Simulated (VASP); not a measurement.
Write the native input for VASP 6.6.1 that does the following.

* Task: single point
* Functional: BLYP
* Potentials or basis: VASP PAW PBE potentials, release 64 (Pt, Fe)
* Cutoff: 600 eV
* k mesh: 10 × 10 × 7
* Occupations: fermi-dirac, width 0.05 eV
* Spin: collinear spin, ferromagnetic start
* Starting moments: [0.0, 3.0] μB
* Dipole correction: no
* Further INCAR settings: ALGO = Normal; EDIFF = 1e-06; NBANDS = 20

The structure of FePt lies in POSCAR:

```
FePt
1.0
    2.7875433016      0.0000000000      0.0000000000
    0.0000000000      2.7875433016      0.0000000000
    0.0000000000      0.0000000000      3.8047181396
Pt Fe
1 1
Direct
    0.5000000000      0.5000000000      0.5000000000
    0.0000000000      0.0000000000      0.0000000000
```

These files were run (other wordings do the same):

INCAR

```
SYSTEM = FePt
PREC     = Accurate       ! precision mode
ENCUT    = 600            ! plane-wave cutoff, eV
EDIFF    = 1E-6           ! SCF threshold, eV
ISMEAR   = -1             ! smearing method
SIGMA    = 0.05           ! smearing width, eV
LREAL    = .FALSE.        ! projectors in reciprocal space
LASPH    = .TRUE.         ! aspherical terms in the spheres
NELM     = 200            ! most SCF steps
ALGO     = Normal         ! electronic algorithm
ISIF     = 2              ! what is computed and relaxed
LWAVE    = .FALSE.        ! write WAVECAR
LCHARG   = .FALSE.        ! write CHGCAR
ISPIN    = 2              ! spin polarisation
MAGMOM   = 0 3            ! initial moments
LORBIT   = 11             ! projections on sites
LMAXMIX  = 4              ! l up to which the mixer works
GGA      = B5             ! functional
ALDAX    = 1.0          
AGGAX    = 1.0          
AGGAC    = 1.0          
ALDAC    = 0.0          
NBANDS   = 20             ! bands
GGA_COMPAT= .FALSE.
```

KPOINTS

```
Automatic mesh
0
G
  10 10 7
  0 0 0
```

Potentials or basis: VASP PAW PBE potentials, release 64 (Pt, Fe).

Command:

```bash
$ cat potpaw_PBE.64/Pt/POTCAR potpaw_PBE.64/Fe/POTCAR > POTCAR
$ mpirun -np 1 vasp_std > vasp.out
```

Results of the run:

```yaml
Pressure: 0.4 GPa
Net_moment: 3.31 μB per cell
Site_moments: Pt +0.35; Fe +2.95 μB
Valence_electrons_inside_the_program's_atomic_spheres: Pt 9.33; Fe 6.91
```

Caveat: the PAW data sets were made with another functional, which shifts forces and pressure a little.

Run time: 74 s on 1 thread of Oxide Virtual Turin-like Processor (shared host), peak memory 0.2 GiB.
